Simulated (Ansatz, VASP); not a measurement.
**CdS in VASP and in Ansatz**

The input INCAR:

```
SYSTEM = CdS
PREC = Accurate ; ENCUT = 520
EDIFF = 1E-6 ; ISMEAR = 0
SIGMA = 0.05 ; LREAL = .FALSE.
LASPH = .TRUE. ; NELM = 80
ALGO = Normal ; ISIF = 2
LWAVE = .FALSE. ; LCHARG = .FALSE.
GGA = PE ; NBANDS = 16
```

The input KPOINTS:

```
regular mesh
0
G
  8 8 8
  0 0 0
```

The input POSCAR:

```
CdS
1.0
    0.0000000000      3.1428000000      3.1428000000
    3.1428000000      0.0000000000      3.1428000000
    3.1428000000      3.1428000000      0.0000000000
Cd S
1 1
Direct
    0.0000000000      0.0000000000      0.0000000000
    0.7500000000      0.7500000000      0.7500000000
```

Input for Ansatz:

```yaml
crystal:
  lattice:
    - [0.0, 3.1428, 3.1428]
    - [3.1428, 0.0, 3.1428]
    - [3.1428, 3.1428, 0.0]
  atoms:
    - { symbol: Cd, position: [0.0, 0.0, 0.0] }
    - { symbol: S, position: [0.75, 0.75, 0.75] }
basis:
  ecutwfc: 420
kpoints:
  mp_grid: { grid: [8, 8, 8] }
hamiltonian:
  xc: pbe
scf:
  occupations: { method: gaussian, width: 0.05 }
output:
  forces: true
  stress: true
  eigenvalues: true
```

Change from the starting cell: strain +0.080 along x and y, +0.080 along z, atoms carried along.

Alike in both runs: task single point; functional PBE; k mesh 8 × 8 × 8; occupations gaussian, width 0.05 eV; no spin polarisation.

```csv
,VASP,Ansatz
version,VASP 6.6.1,Ansatz 0.2.0
potentials or method,"VASP PAW PBE potentials, release 64 (Cd, S), cutoff 520 eV","scalar-relativistic, plane waves, PAW"
valence electrons in the cell,18,26
```

|  | VASP | Ansatz | Ansatz less VASP |
| --- | --- | --- | --- |
| gap on the k mesh at the Fermi level (eV) | 0.64 | 0.64 | +0.002 |
| least direct gap on the mesh (eV) | 0.64 | 0.64 | +0.002 |
| pressure (GPa) | -6.1 | -6.3 | -0.13 |

VASP's potentials hold 18 valence electrons a cell and Ansatz's 26, so a difference there can come from the potentials and not from the codes.
